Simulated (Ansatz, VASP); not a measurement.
## SnO2: VASP beside Ansatz

```
Sn O
1.0
     5.89491    0.00000    0.00000
    -2.94746    5.10514    0.00000
     0.00000    0.00000    6.57333
Sn O
3 6
Direct
  0.00000 0.50000 0.33333
  0.50000 0.50000 0.66667
  0.50000 0.00000 0.00000
  0.60716 0.80358 0.83333
  0.80358 0.60716 0.50000
  0.80358 0.19642 0.16667
  0.39284 0.19642 0.83333
  0.19642 0.39284 0.50000
  0.19642 0.80358 0.16667
```

Alike in both runs: functional LDA; k mesh 6 × 6 × 4; occupations gaussian, width 0.1 eV; no spin polarisation.

Ansatz relaxed the structure, and its values are those at the end. VASP's run is a single point on that final structure, the one shown.

```csv
,VASP,Ansatz
version,VASP 6.6.1,Ansatz 0.2.0
potentials or method,"VASP PAW LDA potentials, release 64 (Sn_d, O), cutoff 520 eV","scalar-relativistic, plane waves, PAW"
valence electrons in the cell,78,78
```

```tsv
	VASP	Ansatz	Ansatz less VASP
gap on the k mesh at the Fermi level (eV)	2.03	2.03	-0.003
least direct gap on the mesh (eV)	2.08	2.08	-0.006
pressure (GPa)	0.5	0.1	-0.44
rms of the force components (eV/Å)	0.007	0.002	-0.0051
```

LDA's correlation is that of Perdew and Zunger in VASP and of Perdew and Wang (1992) in Ansatz.
